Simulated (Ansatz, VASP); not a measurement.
## Two plane-wave programs on Br

```
Br
1.0
     2.70452   -1.77629    0.00000
     2.70452    1.77629    0.00000
     0.00000    0.00000    7.97737
Br
4
Direct
  0.18936 0.81064 0.12292
  0.68936 0.31064 0.37708
  0.81064 0.18936 0.87708
  0.31064 0.68936 0.62292
```

Alike in both runs: task single point; functional PBE; dispersion D3(BJ); k mesh 10 × 10 × 4; occupations gaussian, width 0.02 eV; no spin polarisation.

|  | VASP | Ansatz |
| --- | --- | --- |
| version | VASP 6.6.1 | Ansatz 0.2.0 |
| potentials or method | VASP PAW PBE potentials, release 64 (Br), cutoff 520 eV | scalar-relativistic, plane waves, PAW |
| valence electrons in the cell | 28 | 28 |

```tsv
	VASP	Ansatz	Ansatz less VASP
gap on the k mesh at the Fermi level (eV)	0.54	0.54	-0.001
least direct gap on the mesh (eV)	1.09	1.09	-0.001
pressure (GPa)	25.1	25.0	-0.05
rms of the force components (eV/Å)	0.004	0.004	+0.0001
```

Atom by atom the forces differ by 0.002 eV/Å (rms over components).
